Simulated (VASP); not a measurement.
SnTe (zincblende type): relaxation of cell and atoms with PBE

The system is SnTe (zincblende type).

```
Sn Te
1.0
     0.00000    3.04339    3.04339
     3.04339    0.00000    3.04339
     3.04339    3.04339    0.00000
Sn Te
1 1
Direct
  0.00000 0.00000 0.00000
  0.25000 0.25000 0.25000
```

```json
{
 "Program": "VASP 6.6.1",
 "Task": "relaxation of cell and atoms",
 "Functional": "PBE",
 "Potentials or basis": "VASP PAW PBE potentials, release 64 (Sn_d, Te)",
 "Cutoff": "600 eV",
 "k mesh": "12 × 12 × 12",
 "Occupations": "fermi-dirac, width 0.05 eV",
 "Spin": "no spin polarisation",
 "Target pressure": "32 GPa",
 "Dipole correction": "no",
 "Further INCAR settings": "ALGO = Normal; EDIFF = 1e-07; IBRION = 2; EDIFFG = -0.005; NSW = 32; ISIF = 3"
}
```

```
Pressure after relaxing : 32.0 GPa
Band gap on the k mesh  : zero (band 10 reaches 9.79 eV, above the bottom of band 11 at 7.57 eV)
```

Final structure:
```cif
data_structure
_symmetry_space_group_name_H-M 'P 1'
_symmetry_Int_Tables_number 1
_cell_length_a 4.3040
_cell_length_b 4.3040
_cell_length_c 4.3040
_cell_angle_alpha 60.000
_cell_angle_beta 60.000
_cell_angle_gamma 60.000
_cell_volume 56.38
loop_
_atom_site_label
_atom_site_type_symbol
_atom_site_fract_x
_atom_site_fract_y
_atom_site_fract_z
_atom_site_occupancy
Sn1 Sn 0.00000 0.00000 0.00000 1
Te1 Te 0.25000 0.25000 0.25000 1
```

Levels at points of the mesh, in eV from the Fermi level:
| k point | band 6 | band 7 | band 8 | band 9 | band 10 | band 11 | band 12 | band 13 | band 14 |
| --- | --- | --- | --- | --- | --- | --- | --- | --- | --- |
| (0.00, 0.00, 0.00) | -15.21 | -3.22 | -3.22 | -3.22 | -3.18 | 0.37 | 0.37 | 0.37 | 3.86 |
| (0.50, 0.00, 0.00) | -13.73 | -9.40 | -4.29 | -4.29 | -2.28 | 1.41 | 1.41 | 4.22 | 6.51 |
| (0.50, 0.50, 0.00) | -13.04 | -9.82 | -5.62 | -5.62 | -1.32 | -1.24 | 6.15 | 6.15 | 7.07 |

It took 26 s on 1 thread of Intel(R) Xeon(R) 6975P-C (Granite Rapids) (shared host), peak memory 0.25 GiB.

Caveat: the relaxation stopped at its first step, so nothing moved; the cell is relaxed towards a set pressure, so the enthalpy falls and the energy may rise; spin-orbit coupling is left out, which moves the levels of the heavy elements.
